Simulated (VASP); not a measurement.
Na3H:

```
Na H
1.0
     4.39166    0.00000    0.00000
    -2.19583    3.80329    0.00000
     0.00000    0.00000    4.08558
Na H
3 1
Direct
  0.50000 0.00000 0.00000
  0.00000 0.50000 0.00000
  0.50000 0.50000 0.00000
  0.00000 0.00000 0.00000
```

The cell was built from a structure type or drawn by symmetry, and may not be a known phase.

* Program: VASP 6.6.1
* Task: relaxation of cell and atoms
* Functional: PBE
* Potentials or basis: VASP PAW PBE potentials, release 64 (Na_sv, H)
* Cutoff: 970 eV
* k mesh: 6 × 6 × 4
* Occupations: gaussian, width 0.1 eV
* Spin: no spin polarisation

At the start: pressure 17.3 GPa; volume 17.06 Å³/atom.

**Question.** Where does the relaxation end?

**Answer.** Over 12 steps the energy falls by 836.0 meV/atom and the volume is 23.14 Å³/atom (+35.6 %); space group P6/mmm (No. 191, to 0.1 Å) before and after.

The path:
```tsv
step	energy change (eV)	largest force (eV/Å)	pressure (GPa)	volume (Å³)
1	0.0000	0.0000	17.28	68.24
2	-2.6284	0.0000	5.72	87.13
3	-3.2580	0.0000	-1.90	103.84
4	-3.2637	0.0000	-0.67	101.60
5	-3.2653	0.0000	-1.04	102.30
6	-3.2949	0.0000	-0.73	99.84
7	-3.3307	0.0000	-0.06	95.42
8	-3.3134	0.0000	1.71	86.70
9	-3.3401	0.0000	0.48	92.41
10	-3.3402	0.0000	0.56	91.98
11	-3.3420	0.0000	-0.41	92.93
12	-3.3440	0.0000	0.01	92.54
```

Final structure:
```yaml
crystal:
  lattice:
    - [5.57332, 0.00000, 0.00000]
    - [-2.78666, 4.82664, 0.00000]
    - [0.00000, 0.00000, 3.44027]
  atoms:
    - { symbol: Na, position: [0.50000, 0.00000, 0.00000] }
    - { symbol: Na, position: [0.00000, 0.50000, 0.00000] }
    - { symbol: Na, position: [0.50000, 0.50000, 0.00000] }
    - { symbol: H, position: [0.00000, 0.00000, 0.00000] }
```

Caveat: the k points lie up to 0.46 Å⁻¹ apart in the final cell, too coarse for converged energies and pressures of a metal; the volume moved by over 15 % at a fixed basis, so the end points are rough.
